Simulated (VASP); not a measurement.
Runs of VASP 6.6.1 on MoH5. The structure is that of space group P4/mmm (No. 123), or close to it. The cells are those of the table. 

| task | cell | k mesh | cutoff (eV) | gap on the mesh (eV) | pressure (GPa) | relaxed volume (Å³/atom) | largest force (eV/Å) |
| --- | --- | --- | --- | --- | --- | --- | --- |
| single point | a = 3.012, b = 3.012, c = 3.474 Å, 6 atoms | 12 × 12 × 12 | 520 | none | -0.1 | - | - |
| relaxation of cell and atoms | relaxed from a = 3.638, b = 3.638, c = 4.204 Å, 6 atoms | 6 × 6 × 4 | 600 | none | -0.2 | (a) | 0.01 |
| single point | a = 3.638, b = 3.638, c = 4.204 Å, 6 atoms | 6 × 6 × 4 | 520 | none | -28.3 | - | 0.24 |
| single point | a = 3.029, b = 3.029, c = 3.461 Å, 6 atoms | 6 × 6 × 6 | 520 | none | (b) | - | 0.01 |
| relaxation of cell and atoms | relaxed from a = 3.051, b = 3.051, c = 3.443 Å, 6 atoms | 6 × 6 × 6 | 600 | none | -0.5 | 5.33 | 0.02 |
| single point | a = 3.051, b = 3.051, c = 3.443 Å, 6 atoms | 6 × 6 × 4 | 520 | none | -0.3 | - | 0.01 |

Alike in all rows: level PBE; potentials or basis VASP PAW PBE potentials, release 64 (H, Mo_sv); no spin polarisation; smearing gaussian 0.1 eV.

Problem. Estimate the missing entries.

Solution. (a) 5.35; (b) 0.1.

Caveats: some runs use coarse meshes; the volume moved by over 15 % at a fixed basis, so the end points are rough (some runs).

A k mesh can miss the band edges, and the runs leave out spin-orbit coupling on Mo.

A gap of «none» marks levels without a gap at the run's occupations.
